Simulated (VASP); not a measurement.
# Li (Fm-3m) in VASP: notebook

Li is run at these levels: r2SCAN; tasks: relaxation of cell and atoms, single point.

Program: VASP 6.6.1. These are calculated values, not measurements. Logs are shortened: lines on timing, memory, paths and dates and some standing lists are left out, and cuts for length are marked.

## (1) The cell of the first run

It takes space group Fm-3m (No. 225, cubic). The conventional cell has a = 4.378 Å, b = 4.378 Å, c = 4.378 Å, α = 90.00°, β = 90.00°, γ = 90.00°. Li (site symmetry m-3m) has 12 Li at 3.10 Å within 4.1 Å.

This isn't the form of Li at room conditions, which is bcc.

## (2) Relaxation of cell and atoms, r2SCAN, target pressure 15 GPa, at which the enthalpy is minimised

POSCAR reads:

```
Li
1.0
    0.0000000000      2.1890237976      2.1890237976
    2.1890237976      0.0000000000      2.1890237976
    2.1890237976      2.1890237976      0.0000000000
Li
1
Direct
    0.0000000000      0.0000000000      0.0000000000
```

INCAR.step1 reads:

```
SYSTEM = Li
PREC = Accurate
ENCUT = 600
ISMEAR = -1
SIGMA = 0.08
LREAL = .False.
LASPH = .True.
NELM = 80
GGA = PE
ALGO = Normal
EDIFF = 1E-4
LWAVE = .True.
LCHARG = .False.
```

INCAR.step2 reads:

```
SYSTEM = Li
PREC = Accurate
ENCUT = 600
EDIFF = 1E-6
ISMEAR = -1
SIGMA = 0.08
LREAL = .False.
LASPH = .True.
NELM = 80
ALGO = Normal
ISIF = 3
LWAVE = .False.
LCHARG = .False.
METAGGA = R2SCAN
LMIXTAU = .True.
IBRION = 2
NSW = 100
EDIFFG = -0.002
PSTRESS = 150.0
ISTART = 1
```

KPOINTS reads:

```
regular mesh
0
Gamma
  22 22 22
  0 0 0
```

Potentials or basis: VASP PAW PBE potentials, release 64 (Li_sv).

Started as:

```bash
> cat potpaw_PBE.64/Li_sv/POTCAR > POTCAR
> cp INCAR.step1 INCAR
> mpirun -np 1 vasp_std > vasp.out
> cp INCAR.step2 INCAR
> mpirun -np 1 vasp_std > vasp.out
```

OUTCAR:

```text
SYSTEM = Li
   PREC = Accurate
   ENCUT = 600
   EDIFF = 1E-6
   ISMEAR = -1
   LREAL = .False.
   LASPH = .True.
   NELM = 80
   ISIF = 3
   METAGGA = R2SCAN
   IBRION = 2
   NSW = 100
   EDIFFG = -0.002
   PSTRESS = 150.0
   ISTART = 1

 ion  position               nearest neighbor table
   1  0.000  0.000  0.000-

  LATTYP: Found a face centered cubic cell.
 ALAT       =     4.3780475952

  Lattice vectors:

 A1 = (   0.0000000000,   2.1890237976,   2.1890237976)
 A2 = (   2.1890237976,   0.0000000000,   2.1890237976)
 A3 = (   2.1890237976,   2.1890237976,   0.0000000000)

Analysis of symmetry for initial positions (statically):
=====================================================================
 Subroutine PRICEL returns:
 Original cell was already a primitive cell.

 Routine SETGRP: Setting up the symmetry group for a
 face centered cubic supercell.

 Subroutine GETGRP returns: Found 48 space group operations
 (whereof 48 operations were pure point group operations)
 out of a pool of 48 trial point group operations.

The static configuration has the point symmetry O_h .

Analysis of symmetry for dynamics (positions and initial velocities):
=====================================================================
 Subroutine PRICEL returns:
 Original cell was already a primitive cell.

 Routine SETGRP: Setting up the symmetry group for a
 face centered cubic supercell.

 Subroutine GETGRP returns: Found 48 space group operations
 (whereof 48 operations were pure point group operations)
 out of a pool of 48 trial point group operations.

The dynamic configuration has the point symmetry O_h .

 Subroutine INISYM returns: Found 48 space group operations
 (whereof 48 operations are pure point group operations),
 and found     1 'primitive' translations

----------------------------------------------------------------------------------------

                                     Primitive cell

  volume of cell :      20.9788

  direct lattice vectors                    reciprocal lattice vectors
     0.000000000  2.189023798  2.189023798    -0.228412318  0.228412318  0.228412318
     2.189023798  0.000000000  2.189023798     0.228412318 -0.228412318  0.228412318
     2.189023798  2.189023798  0.000000000     0.228412318  0.228412318 -0.228412318

  length of vectors
     3.095747143  3.095747143  3.095747143     0.395621740  0.395621740  0.395621740

  position of ions in fractional coordinates (direct lattice)
     0.000000000  0.000000000  0.000000000

  ion indices of the primitive-cell ions
   primitive index   ion index
                 1           1

----------------------------------------------------------------------------------------

 KPOINTS: regular mesh

Automatic generation of k-mesh.
 Grid dimensions read from file:
 generate k-points for:   22   22   22

 Generating k-lattice:

  Cartesian coordinates                     Fractional coordinates (reciprocal lattice)
    -0.010382378  0.010382378  0.010382378     0.045454545  0.000000000  0.000000000
     0.010382378 -0.010382378  0.010382378     0.000000000  0.045454545  0.000000000
     0.010382378  0.010382378 -0.010382378     0.000000000  0.000000000  0.045454545

  Length of vectors
     0.017982806  0.017982806  0.017982806

  Shift w.r.t. Gamma in fractional coordinates (k-lattice)
     0.000000000  0.000000000  0.000000000

 Subroutine IBZKPT returns following result:
 ===========================================

 Found    328 irreducible k-points:

 Following reciprocal coordinates:
            Coordinates               Weight
  0.000000  0.000000  0.000000      1.000000
  0.045455  0.000000  0.000000      8.000000
  0.090909  0.000000  0.000000      8.000000
  0.136364  0.000000  0.000000      8.000000
  0.181818  0.000000  0.000000      8.000000
  0.227273  0.000000  0.000000      8.000000
[... 16 lines left out ...]
  0.500000  0.045455  0.000000     24.000000
 -0.454545  0.045455  0.000000     24.000000
 [... further k-points ...]
   k-points           NKPTS =    328   k-points in BZ     NKDIM =    328   number of bands    NBANDS=      5
   number of dos      NEDOS =    301   number of ions     NIONS =      1
   total plane-waves  NPLWV =  21952
   dimension x,y,z NGX =    28 NGY =   28 NGZ =   28
   dimension x,y,z NGXF=    56 NGYF=   56 NGZF=   56
   ions per type =               1
   NGX,Y,Z   is equivalent  to a cutoff of  15.04, 15.04, 15.04 a.u.
   NGXF,Y,Z  is equivalent  to a cutoff of  30.07, 30.07, 30.07 a.u.
 SYSTEM =  Li
   PREC   = accura    normal or accurate (medium, high low for compatibility)
   ISTART =      1    job   : 0-new  1-cont  2-samecut
   ICHARG =      0    charge: 1-file 2-atom 10-const
   ISPIN  =      1    spin polarized calculation?
   LNONCOLLINEAR =      F non collinear calculations
   LSORBIT =      F    spin-orbit coupling
   LASPH  =      T    aspherical Exc in radial PAW
   ENCUT  =  600.0 eV  44.10 Ry    6.64 a.u.   6.18  6.18  6.18*2*pi/ulx,y,z
   NELM   =     80;   NELMIN=  2; NELMDL=  0     # of ELM steps
   EDIFF  = 0.1E-05   stopping-criterion for ELM
   LREAL  =      F    real-space projection
   EDIFFG = -.2E-02   stopping-criterion for IOM
   NSW    =    100    number of steps for IOM
   IBRION =      2    ionic relax: 0-MD 1-quasi-New 2-CG
   NFREE  =      1    steps in history (QN), initial steepest desc. (CG)
   ISIF   =      3    stress and relaxation
   ISYM   =      2    0-nonsym 1-usesym 2-fastsym
   POTIM  = 0.5000    time-step for ionic-motion
   TEBEG  =    0.0;   TEEND  =   0.0 temperature during run
   PSTRESS=  150.0 pullay stress
   NELECT =       3.0000    total number of electrons
   NUPDOWN=      -1.0000    fix difference up-down
   EMIN   =  10.00;   EMAX   =-10.00  energy-range for DOS
   EFERMI =   0.00;   METHOD = LEGACY
   ISMEAR =    -1;   SIGMA  =   0.08  broadening in eV -4-tet -1-fermi 0-gaus
   EFERMI_NEDOS =   21; number of points for ismear=-14 and -15
   IALGO  =     38    algorithm
   IMIX   =      4    mixing-type and parameters
     AMIX     =   0.40;   BMIX     =  1.00
     AMIX_MAG =   1.60;   BMIX_MAG =  1.00
  volume/ion in A,a.u.               =      20.98       141.57
  Fermi-wavevector in a.u.,A,eV,Ry     =   0.856094  1.617783  9.971667  0.732897
  Thomas-Fermi vector in A             =   1.972943
   LORBIT       =      0    0 simple, 1 ext, 2 COOP (PROOUT), +10 PAW based schemes
   METAGGA = R2SCAN    functional components
   LHFCALC =     F    Hartree Fock is set to
   AEXX    =    0.0000 exact exchange contribution
   IVDW    =     0    specifies the selected vdW correction
   LEPSILON=     F    determine dielectric tensor
   LRPA    =     F    only Hartree local field effects (RPA)
 conjugate gradient relaxation of ions
 non-spin polarized calculation
  energy-cutoff  :      600.00
  volume of cell :       20.98
 maximum number of plane-waves:       725
 NGX is ok and might be reduce to    28
   NGX = 13   NGY = 13   NGZ = 13

--------------------------------------- Ionic step        1  -------------------------------------------

 number of electron       2.9999998 magnetization

 Free energy of the ion-electron system (eV)
  ---------------------------------------------------
  ext. energy  EPLUGINS =         0.00000000
  ---------------------------------------------------
  free energy    TOTEN  =        -2.39070377 eV

  energy without entropy =       -2.38088820  energy(sigma->0) =       -2.38579599

------------------------ aborting loop because EDIFF is reached ----------------------------------------

  FORCE on cell =-STRESS in cart. coord.  units (eV):
  Direction    XX          YY          ZZ          XY          YZ          ZX
  --------------------------------------------------------------------------------------
  -------------------------------------------------------------------------------------
  Total       -0.0177394     -0.0177394     -0.0177394     -0.0000000      0.0000000      0.0000000
  in kB       -1.3547770     -1.3547770     -1.3547770     -0.0000000      0.0000000      0.0000000
  external PRESSURE =    -151.3547770 kB  Pullay stress =     150.0000000 kB
[... 22 lines left out ...]
  enthalpy is  TOTEN    =        -0.4266104404 eV   P V=        1.9640933317

--------------------------------------- Ionic step        2  -------------------------------------------

 number of electron       3.0000002 magnetization

 E-fermi :   1.4952     XC(G=0):  -8.1852

 val. band max:        1.4564472126   @ k =   0.5000   0.2727   0.0909
 cond. band min:       1.5022432778   @ k =  -0.4545   0.0909   0.0455
 fundamental gap:      0.0457960652
 Fermi energy:         1.4951589041

 k-point     1 :       0.0000    0.0000    0.0000
  band No.  band energies     occupation
      1     -46.2587      2.00000
      2      -2.6856      2.00000
      3      20.7275      0.00000
      4      20.7275      0.00000
      5      20.7278      0.00000

 k-point     2 :       0.0455    0.0000    0.0000
  band No.  band energies     occupation
      1     -46.2577      2.00000
      2      -2.6423      2.00000
      3      19.9882      0.00000
      4      20.5651      0.00000
      5      20.5653      0.00000
[... 241 lines left out ...]
  FREE ENERGIE OF THE ION-ELECTRON SYSTEM (eV)
  ---------------------------------------------------
  free  energy   TOTEN  =        -2.2013370098 eV

  energy  without entropy=       -2.1930898371  energy(sigma->0) =       -2.19721342

  enthalpy is  TOTEN    =        -0.9306856031 eV   P V=        1.2706514068

[... ionic steps 4 to 17 ...]

--------------------------------------- Ionic step       18  -------------------------------------------

 number of electron       3.0000001 magnetization

------------------------ aborting loop because EDIFF is reached ----------------------------------------

  FORCE on cell =-STRESS in cart. coord.  units (eV):
  Direction    XX          YY          ZZ          XY          YZ          ZX
  --------------------------------------------------------------------------------------
  -------------------------------------------------------------------------------------
  Total        1.1916284      1.1916284      1.1916284      0.0000000      0.0000000     -0.0000000
  in kB      148.6053536    148.6053536    148.6053536      0.0000000      0.0000000     -0.0000000
  external PRESSURE =      -1.3946464 kB  Pullay stress =     150.0000000 kB
[... 59 lines left out ...]
  enthalpy is  TOTEN    =        -0.9386401735 eV   P V=        1.2017638044

--------------------------------------- Ionic step       20  -------------------------------------------

 number of electron       3.0000001 magnetization

 Free energy of the ion-electron system (eV)
  ---------------------------------------------------
  ext. energy  EPLUGINS =         0.00000000
  ---------------------------------------------------
  free energy    TOTEN  =        -2.13833658 eV

  energy without entropy =       -2.13029517  energy(sigma->0) =       -2.13431587

 E-fermi :   2.2334     XC(G=0):  -8.7589

 val. band max:        2.1892360775   @ k =   0.4545   0.3182   0.0455
 cond. band min:       2.2338788070   @ k =   0.5000   0.2727   0.0909
 fundamental gap:      0.0446427295
 Fermi energy:         2.2334331804

 k-point     1 :       0.0000    0.0000    0.0000
  band No.  band energies     occupation
      1     -45.3424      2.00000
      2      -2.1100      2.00000
      3      24.1553      0.00000
      4      24.1554      0.00000
      5      24.1554      0.00000

 k-point     2 :       0.0455    0.0000    0.0000
  band No.  band energies     occupation
      1     -45.3403      2.00000
      2      -2.0660      2.00000
      3      23.2713      0.00000
      4      23.9578      0.00000
      5      23.9579      0.00000
[... 204 lines left out ...]
  FREE ENERGIE OF THE ION-ELECTRON SYSTEM (eV)
  ---------------------------------------------------
  free  energy   TOTEN  =        -2.1383365778 eV

  energy  without entropy=       -2.1302951666  energy(sigma->0) =       -2.13431587

  enthalpy is  TOTEN    =        -0.9386668212 eV   P V=        1.1996697566

 reached required accuracy - stopping structural energy minimisation
```

It took 13 min on 1 thread of Intel Xeon 6975P-C (Granite Rapids), shared host; peak memory 0.18 GiB.

What came out:

| Quantity | Value |
| --- | --- |
| Free energy | -2.1383 eV |
| Relaxed volume | 12.81 Å³/atom |
| Relaxed cell | a = 2.627 Å, b = 2.627 Å, c = 2.627 Å, α = 60.00°, β = 60.00°, γ = 60.00° |
| Space group after relaxing (to 0.1 Å) | Fm-3m (No. 225) |
| Energy change on relaxing (the run minimises the enthalpy) | +252.4 meV/atom |
| Ionic steps | 20 |
| Pressure after relaxing | 15.0 GPa |
| Band gap on the k mesh | zero (an odd number of electrons rules out a gap without spin polarisation) |

The path:
| step | energy change (eV) | largest force (eV/Å) | pressure (GPa) | volume (Å³) |
| --- | --- | --- | --- | --- |
| 1 | 0.0000 | 0.0000 | -0.14 | 20.98 |
| 2 | 0.0805 | 0.0000 | 6.49 | 15.52 |
| 3 | 0.1894 | 0.0000 | 11.90 | 13.57 |
| 4 | 0.2611 | 0.0000 | 15.43 | 12.72 |
| 5 | 0.2481 | 0.0000 | 14.80 | 12.86 |
| 6 | 0.2482 | 0.0000 | 14.80 | 12.86 |
| 7 | 0.2482 | 0.0000 | 14.80 | 12.86 |
| 8 | 0.2482 | 0.0000 | 14.81 | 12.86 |
| 9 | 0.2482 | 0.0000 | 14.81 | 12.86 |
| 10 | 0.2482 | 0.0000 | 14.81 | 12.86 |
| 11 | 0.2483 | 0.0000 | 14.81 | 12.86 |
| 12 | 0.2483 | 0.0000 | 14.81 | 12.86 |
| 13 | 0.2483 | 0.0000 | 14.81 | 12.86 |
| 14 | 0.2483 | 0.0000 | 14.81 | 12.86 |
| 15 | 0.2484 | 0.0000 | 14.81 | 12.86 |
| 16 | 0.2485 | 0.0000 | 14.81 | 12.86 |
| 17 | 0.2488 | 0.0000 | 14.80 | 12.85 |
| 18 | 0.2493 | 0.0000 | 14.86 | 12.85 |
| 19 | 0.2503 | 0.0000 | 14.91 | 12.84 |
| 20 | 0.2524 | 0.0000 | 15.02 | 12.81 |

Final structure:
```
Li
1.0
     0.00000    1.85731    1.85731
     1.85731    0.00000    1.85731
     1.85731    1.85731    0.00000
Li
1
Cartesian
  1.8573 1.8573 0.0000
```

Caveat: the cutoff is under 1.25 times the usual one of these potentials, so pressure, stress and relaxed cells hold a basis-set (Pulay) error; the cell is relaxed towards a set pressure, so the run minimises the enthalpy, not the energy; the volume moved by over 15 % at a fixed basis, so the end points are rough; the PAW data sets were made with another functional, which shifts forces and pressure a little.

## (3) Relaxation of cell and atoms, r2SCAN

This run uses another cell than the first one, of 21.35 Å³/atom.

POSCAR reads:

```
Li
1.0
    0.0000000000      2.2020000000      2.2020000000
    2.2020000000      0.0000000000      2.2020000000
    2.2020000000      2.2020000000      0.0000000000
Li
1
Direct
    0.0000000000      0.0000000000      0.0000000000
```

INCAR.step1 reads:

```
SYSTEM = Li
  ALGO = Normal
  EDIFF = 1E-4
  ENCUT = 600
  GGA = PE
  ISMEAR = -1
  LASPH = .True.
  LCHARG = .False.
  LREAL = .False.
  LWAVE = .True.
  NELM = 60
  PREC = Accurate
  SIGMA = 0.08
```

INCAR.step2 reads:

```
SYSTEM = Li
  ALGO = Normal
  EDIFF = 1E-7
  EDIFFG = -0.002
  ENCUT = 600
  IBRION = 2
  ISIF = 3
  ISMEAR = -1
  ISTART = 1
  LASPH = .True.
  LCHARG = .False.
  LMIXTAU = .True.
  LREAL = .False.
  LWAVE = .False.
  METAGGA = R2SCAN
  NELM = 60
  NSW = 100
  PREC = Accurate
  SIGMA = 0.08
```

KPOINTS reads:

```
k-points
0
Gamma
  22 22 22
  0 0 0
```

Potentials or basis: VASP PAW PBE potentials, release 64 (Li_sv).

Started as:

```bash
> cat potpaw_PBE.64/Li_sv/POTCAR > POTCAR
> cp INCAR.step1 INCAR
> mpirun -np 1 vasp_std > vasp.out
> cp INCAR.step2 INCAR
> mpirun -np 1 vasp_std > vasp.out
```

Run time: 8.3 min. Hardware: 1 thread of Intel Xeon 6975P-C (Granite Rapids), shared host; peak memory 0.18 GiB.

It converged, with:

- Free energy: -2.3908 eV
- Relaxed volume: 20.77 Å³/atom
- Relaxed cell: a = 3.086 Å, b = 3.086 Å, c = 3.086 Å, α = 60.00°, β = 60.00°, γ = 60.00°
- Space group after relaxing (to 0.1 Å): Fm-3m (No. 225)
- Energy gained by relaxing: 0.1 meV/atom
- Ionic steps: 4
- Pressure after relaxing: 0.0 GPa
- Band gap on the k mesh: zero (an odd number of electrons rules out a gap without spin polarisation)

Final structure:
```xyz
1
Lattice="0.0000 2.1818 2.1818 2.1818 0.0000 2.1818 2.1818 2.1818 0.0000" Properties=species:S:1:pos:R:3 pbc="T T T"
Li    2.1818    2.1818    0.0000
```

Levels at points of the mesh, in eV from the Fermi level:
| k point | band 1 | band 2 | band 3 | band 4 | band 5 |
| --- | --- | --- | --- | --- | --- |
| (0.00, 0.00, 0.00) | -48.12 | -3.84 | 15.71 | 15.71 | 15.71 |
| (0.50, 0.00, 0.00) | -48.10 | -0.01 | 3.07 | 13.79 | 13.79 |
| (0.50, 0.50, 0.00) | -48.10 | 1.66 | 4.93 | 9.14 | 9.14 |

Caveat: the cutoff is under 1.25 times the usual one of these potentials, so pressure, stress and relaxed cells hold a basis-set (Pulay) error; the PAW data sets were made with another functional, which shifts forces and pressure a little.

## (4) Single point, r2SCAN

This run uses another cell than the first one, of 12.70 Å³/atom.

POSCAR reads:

```
Li
1.0
    0.0000000000      1.8519121151      1.8519121151
    1.8519121151      0.0000000000      1.8519121151
    1.8519121151      1.8519121151      0.0000000000
Li
1
Direct
    0.0000000000      0.0000000000      0.0000000000
```

INCAR.step1 reads:

```
PREC = Accurate ; ENCUT = 520
ISMEAR = -1 ; SIGMA = 0.08
LREAL = F ; LASPH = T
NELM = 60 ; NBANDS = 8
GGA = PE ; ALGO = Normal
EDIFF = 1E-4 ; LWAVE = T
LCHARG = F
```

INCAR.step2 reads:

```
PREC = Accurate ; ENCUT = 520
EDIFF = 1E-6 ; ISMEAR = -1
SIGMA = 0.08 ; LREAL = F
LASPH = T ; NELM = 60
ALGO = Normal ; ISIF = 2
LWAVE = F ; LCHARG = T
METAGGA = R2SCAN ; LMIXTAU = T
LELF = T ; LVHAR = T
NBANDS = 8 ; ISTART = 1
```

KPOINTS reads:

```
Automatic mesh
0
Gamma
  22 22 22
```

Started as:

```bash
> cat potpaw_PBE.64/Li_sv/POTCAR > POTCAR
> cp INCAR.step1 INCAR
> mpirun -np 1 vasp_std > vasp.out
> cp INCAR.step2 INCAR
> mpirun -np 1 vasp_std > vasp.out
```

Wall time 4 min (1 thread of Oxide Virtual Turin-like, shared host); peak memory 0.1 GiB.

The run converged. Its results:

- Free energy: -2.1151 eV
- Band gap on the k mesh: zero (an odd number of electrons rules out a gap without spin polarisation)

Levels at points of the mesh, in eV from the Fermi level:
```csv
k point,band 1,band 2,band 3,band 4,band 5,band 6,band 7
"(0.00, 0.00, 0.00)",-47.56,-4.35,22.06,22.06,22.06,25.90,25.90
"(0.50, 0.00, 0.00)",-47.45,-0.29,5.20,19.33,19.33,23.46,23.46
"(0.50, 0.50, 0.00)",-47.42,2.08,7.04,12.60,12.60,14.82,25.00
```

Caveat: the cutoff is under 1.25 times the usual one of these potentials, so pressure, stress and relaxed cells hold a basis-set (Pulay) error; the PAW data sets were made with another functional, which shifts forces and pressure a little.

## (5) The runs side by side

| task | cell | cutoff (eV) | gap on the mesh (eV) | pressure (GPa) |
| --- | --- | --- | --- | --- |
| relaxation of cell and atoms | relaxed to 15 GPa from a = 3.096 Å, angles 60.0°, 1 atom | 600 | none | 15.0 |
| relaxation of cell and atoms | relaxed from a = 3.114 Å, angles 60.0°, 1 atom | 600 | none | 0.0 |
| single point | a = 2.619 Å, angles 60.0°, 1 atom | 520 | none | - |

Alike in all rows: level r2SCAN; potentials or basis VASP PAW PBE potentials, release 64 (Li_sv); no spin polarisation; k mesh 22 × 22 × 22; smearing fermi-dirac 0.08 eV.

Caveats: the cutoff is under 1.25 times the usual one of these potentials, so pressure, stress and relaxed cells hold a basis-set (Pulay) error; the PAW data sets were made with another functional, which shifts forces and pressure a little; the cell is relaxed towards a set pressure, so the run minimises the enthalpy, not the energy (at least some runs); the volume moved by over 15 % at a fixed basis, so the end points are rough (at least some runs).

Total energies depend on the potentials used, so only differences within one code and one set of settings carry meaning.
